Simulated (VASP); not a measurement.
Here is a VASP 6.6.1 calculation.

The input POSCAR:

```
ZnS
1.0
    5.3890263884      0.0000000000      0.0000000000
    0.0000000000     -5.3890263884      0.0000000000
    0.0000000000      0.0000000000     -5.3890263884
Zn S
4 4
Direct
    0.0118091109      0.0118091109      0.0000000000
    0.5000000000      0.5000000000      0.0000000000
    0.5000000000      0.0000000000      0.5000000000
    0.0000000000      0.5000000000      0.5000000000
    0.7500000000      0.7500000000      0.7500000000
    0.2500000000      0.2500000000      0.7500000000
    0.2500000000      0.7500000000      0.2500000000
    0.7500000000      0.2500000000      0.2500000000
```

The input INCAR.step1:

```
PREC = Accurate ; ENCUT = 520
ISMEAR = 0 ; SIGMA = 0.05
LREAL = F ; LASPH = T
NELM = 60 ; NBANDS = 46
GGA = PE ; ALGO = Normal
EDIFF = 1E-4 ; LWAVE = T
LCHARG = F
```

File INCAR.step2:

```
PREC = Accurate ; ENCUT = 520
EDIFF = 1E-6 ; ISMEAR = 0
SIGMA = 0.05 ; LREAL = F
LASPH = T ; NELM = 60
ALGO = Normal ; ISIF = 2
LWAVE = F ; LCHARG = F
METAGGA = R2SCAN ; LMIXTAU = T
NBANDS = 46 ; ISTART = 1
```

Contents of KPOINTS:

```
Automatic mesh
0
Gamma
  4 4 4
```

Potentials or basis: VASP PAW PBE potentials, release 64 (Zn, S).

Command:

```bash
$ cat potpaw_PBE.64/Zn/POTCAR potpaw_PBE.64/S/POTCAR > POTCAR
$ cp INCAR.step1 INCAR
$ mpirun -np 1 vasp_std > vasp.out
$ cp INCAR.step2 INCAR
$ mpirun -np 1 vasp_std > vasp.out
```

Task: What does it give for the band gap on the k mesh?

Result: 2.69 eV.

Task: What does it give for the largest force?

Result: 0.648 eV/Å.

Task: Estimate the pressure.

Result: 0.2 GPa.

Forces on the atoms (eV/Å):
```
Zn  -0.453  0.453 -0.098
Zn   0.080 -0.080  0.002
Zn   0.080  0.094 -0.001
Zn  -0.094 -0.080 -0.001
S    0.148 -0.148 -0.134
S    0.219 -0.219  0.219
S    0.003 -0.016  0.006
S    0.016 -0.003  0.006
```

Caveat: the cell differs from its parent crystal (atom 1 (Zn) moved -0.090 Å towards its neighbour atom 2 (Zn) at 3.811 Å); the PAW data sets were made with another functional, which shifts forces and pressure a little.
